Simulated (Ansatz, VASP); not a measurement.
## Na3H2 in VASP and in Ansatz

```
Na H
1.0
     3.44203    0.00000    0.00000
    -1.72102    2.98089    0.00000
     0.00000    0.00000    8.87122
Na H
3 2
Cartesian
  0.0000 0.0000 0.0000
  0.0000 1.9873 6.0336
  1.7210 0.9936 2.8376
  0.0000 1.9873 1.3941
  1.7210 0.9936 7.4771
```

Alike in both runs: functional PBE; k mesh 6 × 6 × 4; occupations gaussian, width 0.1 eV; no spin polarisation.

Ansatz relaxed the structure, and its values are those at the end. VASP's run is a single point on that final structure, the one shown.

|  | VASP | Ansatz |
| --- | --- | --- |
| version | VASP 6.6.1 | Ansatz 0.2.0 |
| potentials or method | VASP PAW PBE potentials, release 64 (Na_pv, H), cutoff 500 eV | scalar-relativistic, plane waves, PAW |
| valence electrons in the cell | 23 | 29 |

|  | VASP | Ansatz | Ansatz less VASP |
| --- | --- | --- | --- |
| gap on the k mesh at the Fermi level (eV) | none | none | - |
| pressure (GPa) | 0.0 | 0.1 | +0.06 |

A gap of «none» marks a metal or a gap that the smearing closes. The functional is the same, so the differences come from potentials, cutoffs and numerics. VASP's potentials hold 23 valence electrons a cell and Ansatz's 29, so a difference there can come from the potentials and not from the codes.
